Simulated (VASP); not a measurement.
# Ge (P2_1) in VASP: single point with PBEsol

Aim: the single point of Ge with PBEsol.

All numbers are computed with VASP 6.6.1; they aren't measurements. Logs are shortened: lines on timing, memory, paths and dates and some standing lists are left out, and cuts for length are marked.

## 1. The cell of the first run

The structure is monoclinic, space group P2_1 (No. 4). The conventional cell has a = 3.997 Å, b = 6.596 Å, c = 3.997 Å, α = 90.00°, β = 120.00°, γ = 90.00°. Ge (site symmetry 1) has 4 Ge at 2.45 to 2.64 Å within 3.2 Å. Within 3.2 Å of Ge (site symmetry 1) lie 4 Ge at 2.45 to 2.64 Å.

## 2. Single point, PBEsol (mode 4 frozen in at -0.330 Å and mode 5 at -0.330 Å (largest displacements))

The input, INCAR:

```
PREC = Accurate ; ENCUT = 520
EDIFF = 1E-6 ; ISMEAR = 0
SIGMA = 0.15 ; LREAL = F
LASPH = T ; NELM = 80
ALGO = Normal ; ISIF = 2
LWAVE = F ; LCHARG = F
GGA = PS ; NBANDS = 66
KPAR = 4
```

The input, KPOINTS:

```
regular mesh
0
Gamma
  10 6 6
```

The input, POSCAR:

```
Ge
1.0
   -3.9969482473      0.0000000000      0.0000000000
    0.0000000000      0.0000000000     -6.5963325278
    0.0000000000     -6.9229174395      0.0000000000
Ge
8
Direct
    0.0825629905      0.9370884642      0.3810010981
    0.5825629905      0.9370884642      0.8810010981
    0.4174370095      0.4370884642      0.1189989019
    0.9174370095      0.4370884642      0.6189989019
   -0.0825629905      0.5629115358      0.2856655685
    0.4174370095      0.5629115358      0.7856655685
    0.5825629905      0.0629115358      0.2143344315
    1.0825629905      0.0629115358      0.7143344315
```

Potentials or basis: VASP PAW PBE potentials, release 64 (Ge_d).

Started as:

```
cat potpaw_PBE.64/Ge_d/POTCAR > POTCAR
mpirun -np 4 vasp_std > vasp.out
```

OUTCAR:

```text
PREC = Accurate
   ENCUT = 520
   EDIFF = 1E-6
   ISMEAR = 0
   LREAL = F
   LASPH = T
   NELM = 80
   ISIF = 2
   GGA = PS

 ion  position               nearest neighbor table
   1  0.083  0.937  0.381-   7 2.45   7 2.45   8 2.45   5 2.64
   2  0.583  0.937  0.881-   8 2.45   8 2.45   7 2.45   6 2.64
   3  0.417  0.437  0.119-   5 2.45   5 2.45   6 2.45   7 2.64
   4  0.917  0.437  0.619-   6 2.45   6 2.45   5 2.45   8 2.64
   5  0.917  0.563  0.286-   3 2.45   3 2.45   4 2.45   1 2.64
   6  0.417  0.563  0.786-   4 2.45   4 2.45   3 2.45   2 2.64
   7  0.583  0.063  0.214-   1 2.45   1 2.45   2 2.45   3 2.64
   8  0.083  0.063  0.714-   2 2.45   2 2.45   1 2.45   4 2.64

  LATTYP: Found a simple orthorhombic cell.
 ALAT       =     3.9969482473
 B/A-ratio  =     1.6503422410
 C/A-ratio  =     1.7320508076

  Lattice vectors:

 A1 = (  -3.9969482473,   0.0000000000,   0.0000000000)
 A2 = (   0.0000000000,   0.0000000000,  -6.5963325278)
 A3 = (   0.0000000000,  -6.9229174395,   0.0000000000)

Analysis of symmetry for initial positions (statically):
=====================================================================
 Subroutine PRICEL returns following result:

  LATTYP: Found a hexagonal cell.
 ALAT       =     3.9969482473
 C/A-ratio  =     1.6503422411

  Lattice vectors:

 A1 = (  -1.9984741237,  -3.4614587197,   0.0000000000)
 A2 = (  -1.9984741237,   3.4614587198,   0.0000000000)
 A3 = (   0.0000000000,   0.0000000000,  -6.5963325278)

   2 primitive cells build up your supercell.

 Routine SETGRP: Setting up the symmetry group for a
 simple orthorhombic supercell.

 Subroutine GETGRP returns: Found  2 space group operations
 (whereof  1 operations were pure point group operations)
 out of a pool of  8 trial point group operations.

The static configuration has the point symmetry C_1 .
 The point group associated with its full space group is C_2 .

Analysis of symmetry for dynamics (positions and initial velocities):
=====================================================================
 Subroutine PRICEL returns following result:

  LATTYP: Found a hexagonal cell.
 ALAT       =     3.9969482473
 C/A-ratio  =     1.6503422411

  Lattice vectors:

 A1 = (  -1.9984741237,  -3.4614587197,   0.0000000000)
 A2 = (  -1.9984741237,   3.4614587198,   0.0000000000)
 A3 = (   0.0000000000,   0.0000000000,  -6.5963325278)

   2 primitive cells build up your supercell.

 Routine SETGRP: Setting up the symmetry group for a
 simple orthorhombic supercell.

 Subroutine GETGRP returns: Found  2 space group operations
 (whereof  1 operations were pure point group operations)
 out of a pool of  8 trial point group operations.

The dynamic configuration has the point symmetry C_1 .
 The point group associated with its full space group is C_2 .

 Subroutine INISYM returns: Found  2 space group operations
 (whereof  1 operations are pure point group operations),
 and found     2 'primitive' translations

----------------------------------------------------------------------------------------

                                     Primitive cell

  volume of cell :      91.2621

  direct lattice vectors                    reciprocal lattice vectors
    -1.998474124 -3.461458720  0.000000000    -0.250190880 -0.144447772  0.000000000
    -1.998474124  3.461458720  0.000000000    -0.250190880  0.144447772  0.000000000
     0.000000000  0.000000000 -6.596332528     0.000000000  0.000000000 -0.151599392

  length of vectors
     3.996948247  3.996948247  6.596332528     0.288895544  0.288895544  0.151599392

  position of ions in fractional coordinates (direct lattice)
     0.463564089  0.701561892  0.937088464
     0.536435911  0.298438108  0.437088464
     0.203102578  0.631771441  0.562911536
     0.796897422  0.368228559  0.062911536

  ion indices of the primitive-cell ions
   primitive index   ion index
                 1           1
                 2           4
                 3           5
                 4           8

----------------------------------------------------------------------------------------

 KPOINTS: regular mesh

Automatic generation of k-mesh.
 Grid dimensions read from file:
 generate k-points for:   10    6    6

 Generating k-lattice:

  Cartesian coordinates                     Fractional coordinates (reciprocal lattice)
    -0.025019088  0.000000000  0.000000000     0.100000000  0.000000000  0.000000000
     0.000000000  0.000000000 -0.025266565     0.000000000  0.166666667  0.000000000
     0.000000000 -0.024074629  0.000000000     0.000000000  0.000000000  0.166666667

  Length of vectors
     0.025019088  0.025266565  0.024074629

  Shift w.r.t. Gamma in fractional coordinates (k-lattice)
     0.000000000  0.000000000  0.000000000

 Subroutine IBZKPT returns following result:
 ===========================================

 Found    128 irreducible k-points:

 Following reciprocal coordinates:
            Coordinates               Weight
  0.000000  0.000000  0.000000      1.000000
  0.100000  0.000000  0.000000      2.000000
  0.200000  0.000000  0.000000      2.000000
  0.300000  0.000000  0.000000      2.000000
  0.400000  0.000000  0.000000      2.000000
  0.500000  0.000000  0.000000      1.000000
[... 16 lines left out ...]
  0.400000  0.500000  0.000000      2.000000
  0.500000  0.500000  0.000000      1.000000
 [... further k-points ...]
   k-points           NKPTS =    128   k-points in BZ     NKDIM =    128   number of bands    NBANDS=     66
   number of dos      NEDOS =    301   number of ions     NIONS =      8
   total plane-waves  NPLWV =  81000
   dimension x,y,z NGX =    30 NGY =   50 NGZ =   54
   dimension x,y,z NGXF=    60 NGYF=  100 NGZF=  108
   ions per type =               8
   NGX,Y,Z   is equivalent  to a cutoff of  12.48, 12.60, 12.97 a.u.
   NGXF,Y,Z  is equivalent  to a cutoff of  24.96, 25.20, 25.93 a.u.
 SYSTEM =  unknown system
   PREC   = accura    normal or accurate (medium, high low for compatibility)
   ISTART =      0    job   : 0-new  1-cont  2-samecut
   ICHARG =      2    charge: 1-file 2-atom 10-const
   ISPIN  =      1    spin polarized calculation?
   LNONCOLLINEAR =      F non collinear calculations
   LSORBIT =      F    spin-orbit coupling
   LASPH  =      T    aspherical Exc in radial PAW
   ENCUT  =  520.0 eV  38.22 Ry    6.18 a.u.   7.43 12.26 12.87*2*pi/ulx,y,z
   NELM   =     80;   NELMIN=  2; NELMDL= -5     # of ELM steps
   EDIFF  = 0.1E-05   stopping-criterion for ELM
   LREAL  =      F    real-space projection
   EDIFFG = 0.1E-04   stopping-criterion for IOM
   NSW    =      0    number of steps for IOM
   IBRION =     -1    ionic relax: 0-MD 1-quasi-New 2-CG
   NFREE  =      0    steps in history (QN), initial steepest desc. (CG)
   ISIF   =      2    stress and relaxation
   ISYM   =      2    0-nonsym 1-usesym 2-fastsym
   POTIM  = 0.5000    time-step for ionic-motion
   TEBEG  =    0.0;   TEEND  =   0.0 temperature during run
   PSTRESS=    0.0 pullay stress
   NELECT =     112.0000    total number of electrons
   NUPDOWN=      -1.0000    fix difference up-down
   EMIN   =  10.00;   EMAX   =-10.00  energy-range for DOS
   EFERMI =   0.00;   METHOD = LEGACY
   ISMEAR =     0;   SIGMA  =   0.15  broadening in eV -4-tet -1-fermi 0-gaus
   EFERMI_NEDOS =   21; number of points for ismear=-14 and -15
   IALGO  =     38    algorithm
   IMIX   =      4    mixing-type and parameters
     AMIX     =   0.40;   BMIX     =  1.00
     AMIX_MAG =   1.60;   BMIX_MAG =  1.00
  volume/ion in A,a.u.               =      22.82       153.97
  Fermi-wavevector in a.u.,A,eV,Ry     =   1.391150  2.628893 26.331349  1.935300
  Thomas-Fermi vector in A             =   2.515017
   LORBIT       =      0    0 simple, 1 ext, 2 COOP (PROOUT), +10 PAW based schemes
   GGA     = PS    functional components
   LHFCALC =     F    Hartree Fock is set to
   AEXX    =    0.0000 exact exchange contribution
   IVDW    =     0    specifies the selected vdW correction
   LEPSILON=     F    determine dielectric tensor
   LRPA    =     F    only Hartree local field effects (RPA)
 non-spin polarized calculation
 Gauss-broadening in eV      SIGMA  =   0.15
  energy-cutoff  :      520.00
  volume of cell :      182.52
 maximum number of plane-waves:      4956
 NGX is ok and might be reduce to    30
   NGX = 15   NGY = 25   NGZ = 25

 number of electron     111.9999956 magnetization

 Free energy of the ion-electron system (eV)
  ---------------------------------------------------
  ext. energy  EPLUGINS =         0.00000000
  ---------------------------------------------------
  free energy    TOTEN  =       -38.58302586 eV

  energy without entropy =      -38.57498186  energy(sigma->0) =      -38.57900386

 E-fermi :   4.8515     XC(G=0): -10.1588

 val. band max:        4.8232044960   @ k =   0.1000   0.0000   0.3333
 cond. band min:       4.8544980849   @ k =   0.5000   0.3333   0.5000
 fundamental gap:      0.0312935889
 Fermi energy:         4.8514835555

 k-point     1 :       0.0000    0.0000    0.0000
  band No.  band energies     occupation
      1     -20.0310      2.00000
      2     -20.0263      2.00000
      3     -20.0254      2.00000
      4     -20.0172      2.00000
      5     -20.0113      2.00000
      6     -20.0065      2.00000
[... 58 lines left out ...]
     65       7.7678      0.00000
     66       8.3872      0.00000

 k-point     2 :       0.1000    0.0000    0.0000
  band No.  band energies     occupation
      1     -20.0350      2.00000
      2     -20.0306      2.00000
      3     -20.0292      2.00000
      4     -20.0176      2.00000
      5     -20.0108      2.00000
      6     -20.0071      2.00000
[... 58 lines left out ...]
     65       8.3687      0.00000
     66       8.6496      0.00000

 k-point     3 :       0.2000    0.0000    0.0000
  band No.  band energies     occupation
      1     -20.0420      2.00000
      2     -20.0373      2.00000
      3     -20.0342      2.00000
      4     -20.0213      2.00000
      5     -20.0112      2.00000
      6     -20.0073      2.00000
[... 1438 lines left out ...]
     65       9.3573      0.00000
     66       9.3573      0.00000

 k-point    24 :       0.5000    0.5000    0.0000
  band No.  band energies     occupation
      1     -20.0363      2.00000
      2     -20.0363      2.00000
      3     -20.0363      2.00000
      4     -20.0363      2.00000
      5     -19.9968      2.00000
      6     -19.9968      2.00000
[... 58 lines left out ...]
     65       9.6015      0.00000
     66       9.6016      0.00000

 [... further k-points ...]
[... 5 lines left out ...]
  --------------------------------------------------------------------------------------
  -------------------------------------------------------------------------------------
  Total       -0.2669405     -0.1943832     -4.2201869     -1.3607123      0.0000000      0.0000000
  in kB       -2.3431759     -1.7062757    -37.0443560    -11.9441889      0.0000000      0.0000000
  external PRESSURE =     -13.6979358 kB  Pullay stress =       0.0000000 kB

 VOLUME and BASIS-vectors are now :
 -----------------------------------------------------------------------------
  energy-cutoff  :      520.00
  volume of cell :      182.52
      direct lattice vectors                 reciprocal lattice vectors
    -3.996948247  0.000000000  0.000000000    -0.250190880  0.000000000  0.000000000
     0.000000000  0.000000000 -6.596332528     0.000000000  0.000000000 -0.151599392
     0.000000000 -6.922917439  0.000000000     0.000000000 -0.144447772  0.000000000

 POSITION                                       TOTAL-FORCE (eV/Angst)
 -----------------------------------------------------------------------------------
     -0.33000     -2.63764     -6.18135         0.230679      0.315858      0.553736
     -2.32847     -6.09910     -6.18135         0.230679      0.315858      0.553736
     -1.66847     -0.82382     -2.88318        -0.230679     -0.315858      0.553736
     -3.66695     -4.28528     -2.88318        -0.230679     -0.315858      0.553736
     -3.66695     -1.97764     -3.71315        -0.404088     -0.318358     -0.553736
     -1.66847     -5.43910     -3.71315        -0.404088     -0.318358     -0.553736
     -2.32847     -1.48382     -0.41499         0.404088      0.318358     -0.553736
     -0.33000     -4.94528     -0.41499         0.404088      0.318358     -0.553736
 -----------------------------------------------------------------------------------
    total drift:                                0.000000     -0.000001      0.000395

  FREE ENERGIE OF THE ION-ELECTRON SYSTEM (eV)
  ---------------------------------------------------
  free  energy   TOTEN  =       -38.5830258624 eV

  energy  without entropy=      -38.5749818562  energy(sigma->0) =      -38.57900386
```

Run time: 5.8 min. Hardware: 4 MPI ranks of Intel Xeon Platinum 8375C at 2.90GHz (Ice Lake), shared host; peak memory 0.98 GiB.

Results:

```yaml
Free_energy: -38.5830 eV
Pressure: -1.4 GPa
Largest_force: 0.756 eV/Å
Band_gap_on_the_k_mesh: zero (band 56 reaches 5.16 eV, above the bottom of band 57 at 4.71 eV)
```

Forces in eV/Å, atoms in the order of the input:
```
Ge   0.231  0.316  0.554
Ge   0.231  0.316  0.554
Ge  -0.231 -0.316  0.554
Ge  -0.231 -0.316  0.554
Ge  -0.404 -0.318 -0.554
Ge  -0.404 -0.318 -0.554
Ge   0.404  0.318 -0.554
Ge   0.404  0.318 -0.554
```

Caveat: the cell differs from its parent crystal (mode 4 frozen in at -0.330 Å and mode 5 at -0.330 Å (largest displacements)); the PAW data sets were made with another functional, which shifts forces and pressure a little.
